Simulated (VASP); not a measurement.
Write the native input for VASP 6.6.1 that does the following.

- Task: single point
- Functional: PBEsol
- Potentials or basis: VASP PAW PBE potentials, release 64 (Co)
- Cutoff: 520 eV
- k mesh: 19 × 19 × 10
- Occupations: fermi-dirac, width 0.05 eV
- Spin: collinear spin, ferromagnetic start
- Starting moments: [2.0, 2.0] μB
- Dipole correction: no
- Further INCAR settings: ALGO = Normal; EDIFF = 1e-06; NBANDS = 20

The structure of Co lies in POSCAR:

```
Co
1.0
    2.5190008694      0.0000000000      0.0000000000
   -1.2595004347      2.1815187451      0.0000000000
    0.0000000000      0.0000000000      4.0910000000
Co
2
Direct
    0.3333333333      0.6666666667      0.2500000000
    0.6666666667      0.3333333333      0.7500000000
```

One way to write it, as run:

INCAR

```
PREC     = Accurate       # precision mode
ENCUT    = 520            # plane-wave cutoff, eV
EDIFF    = 1E-6           # SCF threshold, eV
ISMEAR   = -1             # smearing method
SIGMA    = 0.05           # smearing width, eV
LREAL    = False          # projectors in reciprocal space
LASPH    = True           # aspherical terms in the spheres
NELM     = 150            # most SCF steps
ALGO     = Normal         # electronic algorithm
ISIF     = 2              # what is computed and relaxed
LWAVE    = False          # write WAVECAR
LCHARG   = False          # write CHGCAR
ISPIN    = 2              # spin polarisation
MAGMOM   = 2 2            # initial moments
LORBIT   = 11             # projections on sites
LMAXMIX  = 4              # l up to which the mixer works
GGA      = PS             # functional
NBANDS   = 20             # bands
```

KPOINTS

```
Automatic mesh
0
Gamma
  19 19 10
```

Potentials or basis: VASP PAW PBE potentials, release 64 (Co).

Run with:

```bash
$ cat potpaw_PBE.64/Co/POTCAR > POTCAR
$ mpirun -np 1 vasp_std > vasp.out
```

It gave:

```yaml
Pressure: -16.7 GPa
Net_moment: 3.27 μB per cell
Site_moments: Co +1.66 μB
Valence_electrons_inside_the_program's_atomic_spheres: Co 8.20
```

Caveat: the cell stands under tension; the PAW data sets were made with another functional, which shifts forces and pressure a little.

It took 87 s on 1 thread of Intel(R) Xeon(R) 6975P-C (Granite Rapids), on a shared host, peak memory 0.25 GiB.
